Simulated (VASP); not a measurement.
# Zr (P6_3/mmc) in VASP: notebook, part 2 of 2

VASP 6.6.1. Earlier steps stand in the parts before.

## Step 3: Relaxation of cell and atoms, PBE

This run uses another cell than the first one, of 23.50 Å³/atom, 0.946 times its volume.

Input file INCAR:

```
PREC     = Accurate       # precision mode
ENCUT    = 600            # plane-wave cutoff, eV
EDIFF    = 1E-6           # SCF threshold, eV
ISMEAR   = 0              # smearing method
SIGMA    = 0.1            # smearing width, eV
LREAL    = False          # projectors in reciprocal space
LASPH    = True           # aspherical terms in the spheres
NELM     = 80             # most SCF steps
ALGO     = Fast           # electronic algorithm
ISIF     = 3              # what is computed and relaxed
LWAVE    = False          # write WAVECAR
LCHARG   = False          # write CHGCAR
GGA      = PE             # functional
IBRION   = 2              # ionic algorithm
NSW      = 100            # ionic steps
EDIFFG   = -0.005         # ionic threshold
```

Input file KPOINTS:

```
regular mesh
0
Gamma
  15 15 8
```

Input file POSCAR:

```
Zr
1.0
    3.2392314131      0.0000000000      0.0000000000
   -1.6196157065      2.8052566925      0.0000000000
    0.0000000000      0.0000000000      5.1722200000
Zr
2
Direct
    0.3333333300      0.6666666700      0.2500000000
    0.6666666700      0.3333333300      0.7500000000
```

Potentials or basis: VASP PAW PBE potentials, release 64 (Zr_sv).

Started as:

```
cat potpaw_PBE.64/Zr_sv/POTCAR > POTCAR
mpirun -np 1 vasp_std > vasp.out
```

It took 5.3 min on 1 thread of Intel Xeon 6975P-C, shared host; peak memory 0.26 GiB.

It converged, with:

- Free energy: -17.0462 eV
- Relaxed volume: 23.39 Å³/atom
- Relaxed cell: a = 3.232 Å, b = 3.232 Å, c = 5.171 Å, α = 90.00°, β = 90.00°, γ = 120.00°
- Space group after relaxing (to 0.05 Å): P6_3/mmc (No. 194)
- Energy gained by relaxing: 0.2 meV/atom
- Ionic steps: 5
- Pressure after relaxing: 0.0 GPa
- Band gap on the k mesh: zero (band 12 reaches 9.81 eV, above the bottom of band 13 at 8.64 eV)

The path:
```
step  energy change (eV)  largest force (eV/Å)  pressure (GPa)  volume (Å³)
   1              0.0000                0.0000           -0.42        47.00
   2              0.0000                0.0000            0.48        46.58
   3             -0.0003                0.0000            0.01        46.77
   4             -0.0003                0.0000            0.02        46.77
   5             -0.0003                0.0000            0.01        46.77
```

Final structure:
```yaml
crystal:
  lattice:
    - [3.23196, 0.00000, 0.00000]
    - [-1.61598, 2.79896, 0.00000]
    - [0.00000, 0.00000, 5.17056]
  atoms:
    - { symbol: Zr, position: [0.33333, 0.66667, 0.25000] }
    - { symbol: Zr, position: [0.66667, 0.33333, 0.75000] }
```

Levels at points of the mesh, in eV from the Fermi level:
```csv
k point,band 10,band 11,band 12,band 13,band 14,band 15
"(0.00, 0.00, 0.00)",-3.04,0.85,0.85,0.95,1.10,1.53
"(0.00, 0.00, 0.50)",-3.98,0.00,0.00,0.76,0.76,0.76
```

## Step 4: Single point, PBE (biaxial strain in the a-b plane: -4.5 %)

Input file INCAR:

```
SYSTEM = Zr
PREC = Accurate
ENCUT = 520
EDIFF = 1E-7
ISMEAR = 0
SIGMA = 0.1
LREAL = .False.
LASPH = .True.
NELM = 100
ALGO = Normal
ISIF = 2
LWAVE = .False.
LCHARG = .False.
GGA = PE
NBANDS = 19
```

Input file KPOINTS:

```
regular mesh
0
Gamma
  15 15 8
  0 0 0
```

Input file POSCAR:

```
Zr
1.0
    3.0864557827      0.0000000000      0.0000000000
   -1.5432278914      2.6729491155      0.0000000000
    0.0000000000      0.0000000000      5.3096730285
Zr
2
Direct
    0.3333333333      0.6666666667      0.2500000000
    0.6666666667      0.3333333333      0.7500000000
```

Started as:

```
cat potpaw_PBE.64/Zr_sv/POTCAR > POTCAR
mpirun -np 1 vasp_std > vasp.out
```

It took 60 s on 1 thread of Intel Xeon Platinum 8259CL at 2.50GHz (Skylake/Cascade Lake), shared host; peak memory 0.22 GiB.

Results (log left out):

```yaml
Free_energy: -16.9511 eV
Pressure: 6.2 GPa
Band_gap_on_the_k_mesh: zero (band 12 reaches 10.49 eV, above the bottom of band 13 at 9.31 eV)
```

Stress tensor (GPa, compression positive):
```
8.00 0.00 0.00
0.00 8.00 0.00
0.00 0.00 2.72
```

Levels at points of the mesh, in eV from the Fermi level:
| k point | band 8 | band 9 | band 10 | band 11 | band 12 | band 13 | band 14 | band 15 | band 16 | band 17 |
| --- | --- | --- | --- | --- | --- | --- | --- | --- | --- | --- |
| (0.00, 0.00, 0.00) | -26.04 | -5.71 | -3.19 | 0.39 | 0.84 | 1.04 | 1.04 | 1.61 | 1.61 | 2.88 |
| (0.00, 0.00, 0.50) | -26.10 | -4.10 | -4.10 | -0.28 | -0.28 | 1.05 | 1.05 | 1.05 | 1.05 | 4.31 |

Caveat: the cell differs from its parent crystal (biaxial strain in the a-b plane: -4.5 %).

## Step 5: Single point, PBE (biaxial strain in the a-b plane: -4.5 %, then relaxed in part)

Input file INCAR:

```
PREC = Accurate ; ENCUT = 520
EDIFF = 1E-6 ; ISMEAR = 0
SIGMA = 0.1 ; LREAL = False
LASPH = True ; NELM = 100
ALGO = Normal ; ISIF = 2
LWAVE = False ; LCHARG = False
GGA = PE ; NBANDS = 19
```

Input file KPOINTS:

```
regular mesh
0
Gamma
  15 15 8
```

POSCAR, as its differences from that of step 4:

```diff
@@ -4,3 +4,3 @@
    -1.5432278914      2.6729491155      0.0000000000
-    0.0000000000      0.0000000000      5.3096730285
+    0.0000000000      0.0000000000      5.4068707191
 Zr
```

Potentials or basis: VASP PAW PBE potentials, release 64 (Zr_sv).

Started as:

```
cat potpaw_PBE.64/Zr_sv/POTCAR > POTCAR
mpirun -np 1 vasp_std > vasp.out
```

OUTCAR:

```text
PREC = Accurate
   ENCUT = 520
   EDIFF = 1E-6
   ISMEAR = 0
   LREAL = False
   LASPH = True
   NELM = 100
   ISIF = 2
   GGA = PE

 ion  position               nearest neighbor table
   1  0.333  0.667  0.250-   2 3.24   2 3.24   2 3.24   2 3.24   2 3.24   2 3.24
   2  0.667  0.333  0.750-   1 3.24   1 3.24   1 3.24   1 3.24   1 3.24   1 3.24

  LATTYP: Found a hexagonal cell.
 ALAT       =     3.0864557827
 C/A-ratio  =     1.7518056631

  Lattice vectors:

 A1 = (   3.0864557827,   0.0000000000,   0.0000000000)
[... 191 lines left out ...]
      3     -17.7360      2.00000
      4     -16.8005      2.00000
      5     -16.7384      2.00000
      6     -16.7384      2.00000
[... 505 lines left out ...]
      6     -17.1922      2.00000
[... 11 lines left out ...]
     18      14.2376      0.00000
     19      16.8144      0.00000

 [... further k-points ...]
[... 5 lines left out ...]
  --------------------------------------------------------------------------------------
  -------------------------------------------------------------------------------------
  Total        1.7582655      1.7582655     -0.0018267     -0.0000000     -0.0000000      0.0000000
  in kB       63.1536286     63.1536286     -0.0656117     -0.0000000     -0.0000000      0.0000000
  external PRESSURE =      42.0805485 kB  Pullay stress =       0.0000000 kB

 VOLUME and BASIS-vectors are now :
 -----------------------------------------------------------------------------
  energy-cutoff  :      520.00
  volume of cell :       44.61
      direct lattice vectors                 reciprocal lattice vectors
     3.086455783  0.000000000  0.000000000     0.323996218  0.187059304  0.000000000
    -1.543227891  2.672949115  0.000000000     0.000000000  0.374118607  0.000000000
     0.000000000  0.000000000  5.406870719     0.000000000  0.000000000  0.184949863

 POSITION                                       TOTAL-FORCE (eV/Angst)
 -----------------------------------------------------------------------------------
     -0.00000      1.78197      1.35172         0.000000      0.000000      0.000000
      1.54323      0.89098      4.05515        -0.000000     -0.000000      0.000000
 -----------------------------------------------------------------------------------
    total drift:                                0.000000     -0.000000      0.000000

  FREE ENERGIE OF THE ION-ELECTRON SYSTEM (eV)
  ---------------------------------------------------
  free  energy   TOTEN  =       -16.9581219983 eV

  energy  without entropy=      -16.9475644945  energy(sigma->0) =      -16.95284325
```

Wall time 52 s (1 thread of Intel Xeon Platinum 8259CL at 2.50GHz (Skylake/Cascade Lake), shared host); peak memory 0.22 GiB.

What came out:

| Property | Result |
| --- | --- |
| Free energy | -16.9581 eV |
| Pressure | 4.2 GPa |
| Band gap on the k mesh | zero (band 12 reaches 10.08 eV, above the bottom of band 13 at 9.15 eV) |

Levels at points of the mesh, in eV from the Fermi level:
| k point | band 9 | band 10 | band 11 | band 12 | band 13 | band 14 | band 15 | band 16 |
| --- | --- | --- | --- | --- | --- | --- | --- | --- |
| (0.00, 0.00, 0.00) | -5.67 | -3.14 | 0.26 | 0.66 | 1.07 | 1.07 | 1.59 | 1.59 |
| (0.00, 0.00, 0.50) | -4.11 | -4.11 | -0.34 | -0.34 | 1.11 | 1.11 | 1.11 | 1.11 |

Caveat: the cell differs from its parent crystal (biaxial strain in the a-b plane: -4.5 %, then relaxed in part).

## Step 6: The runs side by side

| task | cell | cutoff (eV) | gap on the mesh (eV) | pressure (GPa) |
| --- | --- | --- | --- | --- |
| single point | a = 3.377, b = 3.377, c = 5.030 Å, angles 90.0, 90.0, 120.0°, 2 atoms | 520 | none | -4.7 |
| relaxation of cell and atoms | relaxed from a = 3.239, b = 3.239, c = 5.172 Å, angles 90.0, 90.0, 120.0°, 2 atoms | 600 | none | 0.0 |
| single point | a = 3.086, b = 3.086, c = 5.310 Å, angles 90.0, 90.0, 120.0°, 2 atoms | 520 | none | 6.2 |
| single point | a = 3.086, b = 3.086, c = 5.407 Å, angles 90.0, 90.0, 120.0°, 2 atoms | 520 | none | 4.2 |

Alike in all rows: level PBE; potentials or basis VASP PAW PBE potentials, release 64 (Zr_sv); no spin polarisation; k mesh 15 × 15 × 8; smearing gaussian 0.1 eV.

Total energies depend on the potentials used, so only differences within one code and one set of settings carry meaning.
